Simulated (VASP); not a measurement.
# Ir3Rh (Pm-3m) in VASP: further runs, part 2 of 2

VASP 6.6.1. The steps go on from the part before.

**3. Relaxation of volume and atoms at fixed shape, LDA**

This run uses another cell than the first one, of 14.16 Å³/atom.

Input file INCAR:

```
SYSTEM = Ir3Rh
PREC = Accurate
ENCUT = 600
EDIFF = 1E-7
ISMEAR = -1
SIGMA = 0.1
LREAL = .False.
LASPH = .True.
NELM = 60
ALGO = Normal
ISIF = 8
LWAVE = .False.
LCHARG = .False.
IBRION = 2
NSW = 80
EDIFFG = -0.03
```

Input file KPOINTS:

```
Automatic mesh
0
Gamma
  11 11 11
  0 0 0
```

Input file POSCAR:

```
Ir3Rh
1.0
    3.8403400000      0.0000000000      0.0000000000
    0.0000000000      3.8403400000      0.0000000000
    0.0000000000      0.0000000000      3.8403400000
Ir Rh
3 1
Direct
    0.5000000000      0.0000000000      0.5000000000
    0.0000000000      0.5000000000      0.5000000000
    0.5000000000      0.5000000000      0.0000000000
    0.0000000000      0.0000000000      0.0000000000
```

Potentials or basis: VASP PAW LDA potentials, release 64 (Ir, Rh_pv).

The run is started by

```bash
> cat potpaw_LDA.64/Ir/POTCAR potpaw_LDA.64/Rh_pv/POTCAR > POTCAR
> mpirun -np 1 vasp_std > vasp.out
```

OUTCAR:

```text
SYSTEM = Ir3Rh
   PREC = Accurate
   ENCUT = 600
   EDIFF = 1E-7
   ISMEAR = -1
   LREAL = .False.
   LASPH = .True.
   NELM = 60
   ISIF = 8
   IBRION = 2
   NSW = 80
   EDIFFG = -0.03

 ion  position               nearest neighbor table
   1  0.500  0.000  0.500-   2 2.72   3 2.72   4 2.72   3 2.72   4 2.72   2 2.72   3 2.72   3 2.72
                             2 2.72   4 2.72   4 2.72   2 2.72
   2  0.000  0.500  0.500-   1 2.72   3 2.72   4 2.72   3 2.72   4 2.72   1 2.72   4 2.72   4 2.72
                             1 2.72   3 2.72   3 2.72   1 2.72
   3  0.500  0.500  0.000-   1 2.72   2 2.72   4 2.72   1 2.72   2 2.72   1 2.72   4 2.72   1 2.72
                             2 2.72   4 2.72   2 2.72   4 2.72
   4  0.000  0.000  0.000-   1 2.72   2 2.72   3 2.72   1 2.72   2 2.72   2 2.72   3 2.72   2 2.72
                             1 2.72   3 2.72   1 2.72   3 2.72

  LATTYP: Found a simple cubic cell.
 ALAT       =     3.8403400000

  Lattice vectors:

 A1 = (   3.8403400000,   0.0000000000,   0.0000000000)
 A2 = (   0.0000000000,   3.8403400000,   0.0000000000)
 A3 = (   0.0000000000,   0.0000000000,   3.8403400000)

Analysis of symmetry for initial positions (statically):
=====================================================================
 Subroutine PRICEL returns:
 Original cell was already a primitive cell.

 Routine SETGRP: Setting up the symmetry group for a
 simple cubic supercell.

 Subroutine GETGRP returns: Found 48 space group operations
 (whereof 48 operations were pure point group operations)
 out of a pool of 48 trial point group operations.

The static configuration has the point symmetry O_h .

Analysis of symmetry for dynamics (positions and initial velocities):
=====================================================================
 Subroutine PRICEL returns:
 Original cell was already a primitive cell.

 Routine SETGRP: Setting up the symmetry group for a
 simple cubic supercell.

[... 130 lines left out ...]
  Fermi-wavevector in a.u.,A,eV,Ry     =   1.481795  2.800187 29.874553  2.195718
  Thomas-Fermi vector in A             =   2.595661
   LORBIT       =      0    0 simple, 1 ext, 2 COOP (PROOUT), +10 PAW based schemes
   GGA     = CA    functional components
   LHFCALC =     F    Hartree Fock is set to
   AEXX    =    0.0000 exact exchange contribution
   IVDW    =     0    specifies the selected vdW correction
   LEPSILON=     F    determine dielectric tensor
   LRPA    =     F    only Hartree local field effects (RPA)
 conjugate gradient relaxation of ions
 non-spin polarized calculation
  energy-cutoff  :      600.00
  volume of cell :       56.64
 maximum number of plane-waves:      1908
 NGX is ok and might be reduce to    32
   NGX = 15   NGY = 15   NGZ = 15

--------------------------------------- Ionic step        1  -------------------------------------------

 number of electron      42.0000010 magnetization

 Free energy of the ion-electron system (eV)
  ---------------------------------------------------
  ext. energy  EPLUGINS =         0.00000000
  ---------------------------------------------------
  free energy    TOTEN  =       -39.72304772 eV

  energy without entropy =      -39.57601513  energy(sigma->0) =      -39.64953143

------------------------ aborting loop because EDIFF is reached ----------------------------------------

  FORCE on cell =-STRESS in cart. coord.  units (eV):
  Direction    XX          YY          ZZ          XY          YZ          ZX
  --------------------------------------------------------------------------------------
  -------------------------------------------------------------------------------------
  Total       -3.5153362     -3.5153362     -3.5153362      0.0000000      0.0000000     -0.0000000
  in kB      -99.4416739    -99.4416739    -99.4416739      0.0000000      0.0000000     -0.0000000
  external PRESSURE =     -99.4416739 kB  Pullay stress =       0.0000000 kB
[... 101 lines left out ...]
--------------------------------------- Ionic step        4  -------------------------------------------

 number of electron      41.9999997 magnetization

 Free energy of the ion-electron system (eV)
  ---------------------------------------------------
  ext. energy  EPLUGINS =         0.00000000
  ---------------------------------------------------
  free energy    TOTEN  =       -39.77295812 eV

  energy without entropy =      -39.63233562  energy(sigma->0) =      -39.70264687

 E-fermi :  10.9747     XC(G=0): -14.3116

 val. band max:       10.9689705097   @ k =   0.2727   0.1818   0.0000
 cond. band min:      10.9835140154   @ k =   0.2727   0.0909   0.0000
 fundamental gap:      0.0145435057
 Fermi energy:        10.9746587419

 k-point     1 :       0.0000    0.0000    0.0000
  band No.  band energies     occupation
      1     -35.9138      2.00000
      2     -35.9138      2.00000
      3     -35.9138      2.00000
      4       0.3605      2.00000
      5       3.1634      2.00000
      6       3.3312      2.00000
[... 661 lines left out ...]
     24      12.1373      0.00002
     25      12.3283      0.00000

 [... further k-points ...]
[... 5 lines left out ...]
  --------------------------------------------------------------------------------------
  -------------------------------------------------------------------------------------
  Total       -0.0295705     -0.0295705     -0.0295705     -0.0000000     -0.0000000      0.0000000
  in kB       -0.8600500     -0.8600500     -0.8600500     -0.0000000     -0.0000000      0.0000000
  external PRESSURE =      -0.8600500 kB  Pullay stress =       0.0000000 kB
[... 19 lines left out ...]
  FREE ENERGIE OF THE ION-ELECTRON SYSTEM (eV)
  ---------------------------------------------------
  free  energy   TOTEN  =       -39.7729581219 eV

  energy  without entropy=      -39.6323356202  energy(sigma->0) =      -39.70264687

 reached required accuracy - stopping structural energy minimisation
```

CONTCAR:

```text
Ir3Rh
   1.00000000000000
     3.8049445261072421    0.0000000000000000    0.0000000000000000
     0.0000000000000000    3.8049445261072421    0.0000000000000000
     0.0000000000000000    0.0000000000000000    3.8049445261072421
  Ir              Rh
     3     1
Direct
     0.5000000000000000    0.0000000000000000    0.5000000000000000
     0.0000000000000000    0.5000000000000000    0.5000000000000000
     0.5000000000000000    0.5000000000000000    0.0000000000000000
     0.0000000000000000    0.0000000000000000    0.0000000000000000

  0.00000000E+00  0.00000000E+00  0.00000000E+00
  0.00000000E+00  0.00000000E+00  0.00000000E+00
  0.00000000E+00  0.00000000E+00  0.00000000E+00
  0.00000000E+00  0.00000000E+00  0.00000000E+00
```

It took 2.9 min on 1 thread of AMD EPYC 9R14 (Zen 4), shared host; peak memory 0.19 GiB.

Results:

| Item | Value |
| --- | --- |
| Free energy | -39.7730 eV |
| Relaxed volume | 13.77 Å³/atom |
| Relaxed cell | a = 3.805 Å, b = 3.805 Å, c = 3.805 Å, α = 90.00°, β = 90.00°, γ = 90.00° |
| Space group after relaxing (to 0.1 Å) | Pm-3m (No. 221) |
| Energy gained by relaxing | 12.5 meV/atom |
| Ionic steps | 4 |
| Pressure after relaxing | -0.1 GPa |
| Band gap on the k mesh | zero (bands 21 and 22 overlap by 2.27 eV) |

Step by step:
```
step  energy change (eV)  largest force (eV/Å)  pressure (GPa)  volume (Å³)
   1              0.0000                0.0000           -9.94        56.64
   2              0.7062                0.0000           50.28        49.74
   3             -0.0498                0.0000           -0.46        55.14
   4             -0.0499                0.0000           -0.09        55.09
```

Final structure:
```yaml
crystal:
  lattice:
    - [3.80494, 0.00000, 0.00000]
    - [0.00000, 3.80494, 0.00000]
    - [0.00000, 0.00000, 3.80494]
  atoms:
    - { symbol: Ir, position: [0.50000, 0.00000, 0.50000] }
    - { symbol: Ir, position: [0.00000, 0.50000, 0.50000] }
    - { symbol: Ir, position: [0.50000, 0.50000, 0.00000] }
    - { symbol: Rh, position: [0.00000, 0.00000, 0.00000] }
```

Caveat: spin-orbit coupling is left out, which moves the levels of the heavy elements.
